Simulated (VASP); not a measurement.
# Zn (Pm-3m) in VASP: notebook

Runs on Zn. Level: PBE. Tasks: single point, relaxation of cell and atoms.

Everything below comes from runs of VASP 6.6.1. Logs are shortened: lines on timing, memory, paths and dates and some standing lists are left out, and cuts for length are marked.

## (1) The cell of the first run

Symmetry: Pm-3m, No. 221, cubic system. Conventional cell: a = 2.631 Å, b = 2.631 Å, c = 2.631 Å, α = 90.00°, β = 90.00°, γ = 90.00°. Zn (site symmetry m-3m) has 6 Zn at 2.63 Å within 3.5 Å.

This isn't the form of Zn at room conditions, which is hcp.

## (2) Single point, PBE

Contents of INCAR:

```
SYSTEM = Zn
ALGO = Normal
EDIFF = 1E-6
ENCUT = 520
GGA = PE
ISIF = 2
ISMEAR = 0
LASPH = .True.
LCHARG = .True.
LELF = .True.
LREAL = .False.
LVHAR = .True.
LWAVE = .False.
NBANDS = 12
NELM = 100
PREC = Accurate
SIGMA = 0.05
```

Contents of KPOINTS:

```
k-points
0
Gamma
  16 16 16
  0 0 0
```

Contents of POSCAR:

```
Zn
1.0
    2.6312341202      0.0000000000      0.0000000000
    0.0000000000      2.6312341202      0.0000000000
    0.0000000000      0.0000000000      2.6312341202
Zn
1
Direct
    0.0000000000      0.0000000000      0.0000000000
```

Potentials or basis: VASP PAW PBE potentials, release 64 (Zn).

Started as:

```bash
cat potpaw_PBE.64/Zn/POTCAR > POTCAR
mpirun -np 1 vasp_std > vasp.out
```

OUTCAR:

```text
SYSTEM = Zn
   EDIFF = 1E-6
   ENCUT = 520
   GGA = PE
   ISIF = 2
   ISMEAR = 0
   LASPH = .True.
   LREAL = .False.
   NELM = 100
   PREC = Accurate

 ion  position               nearest neighbor table
   1  0.000  0.000  0.000-

  LATTYP: Found a simple cubic cell.
 ALAT       =     2.6312341202

  Lattice vectors:

 A1 = (   2.6312341202,   0.0000000000,   0.0000000000)
 A2 = (   0.0000000000,   2.6312341202,   0.0000000000)
 A3 = (   0.0000000000,   0.0000000000,   2.6312341202)

Analysis of symmetry for initial positions (statically):
=====================================================================
 Subroutine PRICEL returns:
 Original cell was already a primitive cell.

 Routine SETGRP: Setting up the symmetry group for a
 simple cubic supercell.

 Subroutine GETGRP returns: Found 48 space group operations
 (whereof 48 operations were pure point group operations)
 out of a pool of 48 trial point group operations.

The static configuration has the point symmetry O_h .

Analysis of symmetry for dynamics (positions and initial velocities):
=====================================================================
 Subroutine PRICEL returns:
 Original cell was already a primitive cell.

 Routine SETGRP: Setting up the symmetry group for a
 simple cubic supercell.

 Subroutine GETGRP returns: Found 48 space group operations
 (whereof 48 operations were pure point group operations)
 out of a pool of 48 trial point group operations.

The dynamic configuration has the point symmetry O_h .

 Subroutine INISYM returns: Found 48 space group operations
 (whereof 48 operations are pure point group operations),
 and found     1 'primitive' translations

----------------------------------------------------------------------------------------

                                     Primitive cell

  volume of cell :      18.2171

  direct lattice vectors                    reciprocal lattice vectors
     2.631234120  0.000000000  0.000000000     0.380049800  0.000000000  0.000000000
     0.000000000  2.631234120  0.000000000     0.000000000  0.380049800  0.000000000
     0.000000000  0.000000000  2.631234120     0.000000000  0.000000000  0.380049800

  length of vectors
     2.631234120  2.631234120  2.631234120     0.380049800  0.380049800  0.380049800

  position of ions in fractional coordinates (direct lattice)
     0.000000000  0.000000000  0.000000000

  ion indices of the primitive-cell ions
   primitive index   ion index
                 1           1

----------------------------------------------------------------------------------------

 KPOINTS: k-points

Automatic generation of k-mesh.
 Grid dimensions read from file:
 generate k-points for:   16   16   16

 Generating k-lattice:

  Cartesian coordinates                     Fractional coordinates (reciprocal lattice)
     0.023753112  0.000000000  0.000000000     0.062500000  0.000000000  0.000000000
     0.000000000  0.023753112  0.000000000     0.000000000  0.062500000  0.000000000
     0.000000000  0.000000000  0.023753112     0.000000000  0.000000000  0.062500000

  Length of vectors
     0.023753112  0.023753112  0.023753112

  Shift w.r.t. Gamma in fractional coordinates (k-lattice)
     0.000000000  0.000000000  0.000000000

 Subroutine IBZKPT returns following result:
 ===========================================

 Found    165 irreducible k-points:

 Following reciprocal coordinates:
            Coordinates               Weight
  0.000000  0.000000  0.000000      1.000000
  0.062500  0.000000  0.000000      6.000000
  0.125000  0.000000  0.000000      6.000000
  0.187500  0.000000  0.000000      6.000000
  0.250000  0.000000  0.000000      6.000000
  0.312500  0.000000  0.000000      6.000000
[... 16 lines left out ...]
  0.437500  0.125000  0.000000     24.000000
  0.500000  0.125000  0.000000     12.000000
 [... further k-points ...]
   k-points           NKPTS =    165   k-points in BZ     NKDIM =    165   number of bands    NBANDS=     12
   number of dos      NEDOS =    301   number of ions     NIONS =      1
   total plane-waves  NPLWV =   8000
   dimension x,y,z NGX =    20 NGY =   20 NGZ =   20
   dimension x,y,z NGXF=    40 NGYF=   40 NGZF=   40
   ions per type =               1
   NGX,Y,Z   is equivalent  to a cutoff of  12.64, 12.64, 12.64 a.u.
   NGXF,Y,Z  is equivalent  to a cutoff of  25.27, 25.27, 25.27 a.u.
 SYSTEM =  Zn
   PREC   = accura    normal or accurate (medium, high low for compatibility)
   ISTART =      0    job   : 0-new  1-cont  2-samecut
   ICHARG =      2    charge: 1-file 2-atom 10-const
   ISPIN  =      1    spin polarized calculation?
   LNONCOLLINEAR =      F non collinear calculations
   LSORBIT =      F    spin-orbit coupling
   LASPH  =      T    aspherical Exc in radial PAW
   ENCUT  =  520.0 eV  38.22 Ry    6.18 a.u.   4.89  4.89  4.89*2*pi/ulx,y,z
   NELM   =    100;   NELMIN=  2; NELMDL= -5     # of ELM steps
   EDIFF  = 0.1E-05   stopping-criterion for ELM
   LREAL  =      F    real-space projection
   EDIFFG = 0.1E-04   stopping-criterion for IOM
   NSW    =      0    number of steps for IOM
   IBRION =     -1    ionic relax: 0-MD 1-quasi-New 2-CG
   NFREE  =      0    steps in history (QN), initial steepest desc. (CG)
   ISIF   =      2    stress and relaxation
   ISYM   =      2    0-nonsym 1-usesym 2-fastsym
   POTIM  = 0.5000    time-step for ionic-motion
   TEBEG  =    0.0;   TEEND  =   0.0 temperature during run
   PSTRESS=    0.0 pullay stress
   NELECT =      12.0000    total number of electrons
   NUPDOWN=      -1.0000    fix difference up-down
   EMIN   =  10.00;   EMAX   =-10.00  energy-range for DOS
   EFERMI =   0.00;   METHOD = LEGACY
   ISMEAR =     0;   SIGMA  =   0.05  broadening in eV -4-tet -1-fermi 0-gaus
   EFERMI_NEDOS =   21; number of points for ismear=-14 and -15
   IALGO  =     38    algorithm
   IMIX   =      4    mixing-type and parameters
     AMIX     =   0.40;   BMIX     =  1.00
     AMIX_MAG =   1.60;   BMIX_MAG =  1.00
  volume/ion in A,a.u.               =      18.22       122.93
  Fermi-wavevector in a.u.,A,eV,Ry     =   1.424434  2.691791 27.606399  2.029013
  Thomas-Fermi vector in A             =   2.544926
   LORBIT       =      0    0 simple, 1 ext, 2 COOP (PROOUT), +10 PAW based schemes
   GGA     = PE    functional components
   LHFCALC =     F    Hartree Fock is set to
   AEXX    =    0.0000 exact exchange contribution
   IVDW    =     0    specifies the selected vdW correction
   LEPSILON=     F    determine dielectric tensor
   LRPA    =     F    only Hartree local field effects (RPA)
 non-spin polarized calculation
 Gauss-broadening in eV      SIGMA  =   0.05
  energy-cutoff  :      520.00
  volume of cell :       18.22
 maximum number of plane-waves:       504
 NGX is ok and might be reduce to    20
   NGX =  9   NGY =  9   NGZ =  9

 number of electron      12.0000011 magnetization

 Free energy of the ion-electron system (eV)
  ---------------------------------------------------
  ext. energy  EPLUGINS =         0.00000000
  ---------------------------------------------------
  free energy    TOTEN  =        -0.88358406 eV

  energy without entropy =       -0.88297734  energy(sigma->0) =       -0.88328070

 E-fermi :   1.7263     XC(G=0): -10.5628

 val. band max:        1.7254895503   @ k =   0.4375   0.3750   0.2500
 cond. band min:       1.7615922000   @ k =   0.5000   0.3125   0.1250
 fundamental gap:      0.0361026497
 Fermi energy:         1.7263087078

 k-point     1 :       0.0000    0.0000    0.0000
  band No.  band energies     occupation
      1      -7.1814      2.00000
      2      -6.1123      2.00000
      3      -6.1123      2.00000
      4      -4.9691      2.00000
      5      -4.9691      2.00000
      6      -4.9691      2.00000
      7      13.9697      0.00000
      8      13.9697      0.00000
      9      13.9697      0.00000
     10      16.8796      0.00000
     11      16.8796      0.00000
     12      19.5526      0.00000

 k-point     2 :       0.0625    0.0000    0.0000
  band No.  band energies     occupation
      1      -7.0953      2.00000
      2      -6.1076      2.00000
      3      -6.0883      2.00000
      4      -4.9822      2.00000
      5      -4.9822      2.00000
      6      -4.9680      2.00000
      7      12.5740      0.00000
      8      14.0698      0.00000
      9      14.0698      0.00000
     10      16.9440      0.00000
     11      17.8848      0.00000
     12      20.1370      0.00000

 k-point     3 :       0.1250    0.0000    0.0000
  band No.  band energies     occupation
      1      -6.8486      2.00000
      2      -6.0944      2.00000
      3      -6.0075      2.00000
      4      -5.0194      2.00000
      5      -5.0194      2.00000
      6      -4.9649      2.00000
      7      10.3542      0.00000
      8      14.3669      0.00000
      9      14.3669      0.00000
     10      17.1380      0.00000
     11      18.6348      0.00000
     12      22.1816      0.00000
[... 286 lines left out ...]
 k-point    23 :       0.4375    0.1250    0.0000
  band No.  band energies     occupation
      1      -5.9541      2.00000
      2      -5.7467      2.00000
      3      -5.4312      2.00000
      4      -5.2809      2.00000
      5      -4.9871      2.00000
      6      -2.1032      2.00000
      7       0.8146      2.00000
      8      14.4304      0.00000
      9      17.6421      0.00000
     10      18.4323      0.00000
     11      20.9759      0.00000
     12      23.4143      0.00000

 k-point    24 :       0.5000    0.1250    0.0000
  band No.  band energies     occupation
      1      -5.9475      2.00000
      2      -5.7295      2.00000
      3      -5.4451      2.00000
      4      -5.2929      2.00000
      5      -4.9859      2.00000
      6      -0.9125      2.00000
      7      -0.5430      2.00000
      8      15.0374      0.00000
      9      16.9035      0.00000
     10      18.8371      0.00000
     11      21.4004      0.00000
     12      22.8584      0.00000

 [... further k-points ...]

------------------------ aborting loop because EDIFF is reached ----------------------------------------

  FORCE on cell =-STRESS in cart. coord.  units (eV):
  Direction    XX          YY          ZZ          XY          YZ          ZX
  --------------------------------------------------------------------------------------
  -------------------------------------------------------------------------------------
  Total        0.0236595      0.0236595      0.0236595      0.0000000      0.0000000     -0.0000000
  in kB        2.0808332      2.0808332      2.0808332      0.0000000      0.0000000     -0.0000000
  external PRESSURE =       2.0808332 kB  Pullay stress =       0.0000000 kB

 VOLUME and BASIS-vectors are now :
 -----------------------------------------------------------------------------
  energy-cutoff  :      520.00
  volume of cell :       18.22
      direct lattice vectors                 reciprocal lattice vectors
     2.631234120  0.000000000  0.000000000     0.380049800  0.000000000  0.000000000
     0.000000000  2.631234120  0.000000000     0.000000000  0.380049800  0.000000000
     0.000000000  0.000000000  2.631234120     0.000000000  0.000000000  0.380049800

 POSITION                                       TOTAL-FORCE (eV/Angst)
 -----------------------------------------------------------------------------------
      0.00000      0.00000      0.00000         0.000000      0.000000      0.000000
 -----------------------------------------------------------------------------------
    total drift:                               -0.000000      0.000000      0.000000

  FREE ENERGIE OF THE ION-ELECTRON SYSTEM (eV)
  ---------------------------------------------------
  free  energy   TOTEN  =        -0.8835840584 eV

  energy  without entropy=       -0.8829773374  energy(sigma->0) =       -0.88328070
```

Wall time 21 s (1 thread of Intel Xeon Platinum 8488C (Sapphire Rapids), shared host); peak memory 0.14 GiB.

Results:

| Item | Value |
| --- | --- |
| Free energy | -0.8836 eV |
| Pressure | 0.2 GPa |
| Band gap on the k mesh | zero (bands 6 and 7 overlap by 8.25 eV) |

## (3) Relaxation of cell and atoms, PBE

This run uses another cell than the first one, of 16.78 Å³/atom.

Contents of INCAR:

```
PREC = Accurate
ENCUT = 600
EDIFF = 1E-6
ISMEAR = 0
SIGMA = 0.05
LREAL = F
LASPH = T
NELM = 100
ALGO = Normal
ISIF = 3
LWAVE = F
LCHARG = F
GGA = PE
IBRION = 2
NSW = 80
EDIFFG = -0.03
```

Contents of KPOINTS:

```
regular mesh
0
Gamma
  16 16 16
```

Contents of POSCAR:

```
Zn
1.0
    2.5600000000      0.0000000000      0.0000000000
    0.0000000000      2.5600000000      0.0000000000
    0.0000000000      0.0000000000      2.5600000000
Zn
1
Direct
    0.0000000000      0.0000000000      0.0000000000
```

Potentials or basis: VASP PAW PBE potentials, release 64 (Zn).

Started as:

```bash
cat potpaw_PBE.64/Zn/POTCAR > POTCAR
mpirun -np 1 vasp_std > vasp.out
```

Run time: 41 s. Hardware: 1 thread of Intel Xeon Platinum 8488C (Sapphire Rapids), shared host; peak memory 0.15 GiB.

Results (log left out):

```yaml
Free_energy: -0.8830 eV
Relaxed_volume: 18.31 Å³/atom
Relaxed_cell: a = 2.636 Å, b = 2.636 Å, c = 2.636 Å, α = 90.00°, β = 90.00°, γ = 90.00°
Space_group_after_relaxing_to_0.1_Å: Pm-3m (No. 221)
Energy_gained_by_relaxing: 21.1 meV/atom
Ionic_steps: 3
Pressure_after_relaxing: 0.0 GPa
Band_gap_on_the_k_mesh: zero (bands 6 and 7 overlap by 8.21 eV)
```

Step by step:
```tsv
step	energy change (eV)	largest force (eV/Å)	pressure (GPa)	volume (Å³)
1	0.0000	0.0000	4.90	16.78
2	-0.0207	0.0000	0.61	18.06
3	-0.0211	0.0000	-0.05	18.31
```

Final structure:
```cif
data_structure
_symmetry_space_group_name_H-M 'P 1'
_symmetry_Int_Tables_number 1
_cell_length_a 2.6357
_cell_length_b 2.6357
_cell_length_c 2.6357
_cell_angle_alpha 90.000
_cell_angle_beta 90.000
_cell_angle_gamma 90.000
_cell_volume 18.31
loop_
_atom_site_label
_atom_site_type_symbol
_atom_site_fract_x
_atom_site_fract_y
_atom_site_fract_z
_atom_site_occupancy
Zn1 Zn 0.00000 0.00000 0.00000 1
```

Levels at points of the mesh, in eV from the Fermi level:
| k point | band 2 | band 3 | band 4 | band 5 | band 6 | band 7 | band 8 | band 9 | band 10 |
| --- | --- | --- | --- | --- | --- | --- | --- | --- | --- |
| (0.00, 0.00, 0.00) | -7.82 | -7.82 | -6.69 | -6.69 | -6.69 | 12.20 | 12.20 | 12.20 | 15.11 |
| (0.50, 0.00, 0.00) | -7.61 | -7.02 | -7.02 | -6.66 | -2.86 | -2.68 | 16.62 | 16.62 | 19.19 |
| (0.50, 0.50, 0.00) | -7.52 | -6.96 | -6.96 | -6.42 | 1.45 | 1.45 | 2.49 | 6.18 | 21.44 |
| (0.50, 0.50, 0.50) | -7.56 | -7.56 | -6.40 | -6.40 | 5.53 | 5.53 | 5.53 | 9.39 | 10.94 |
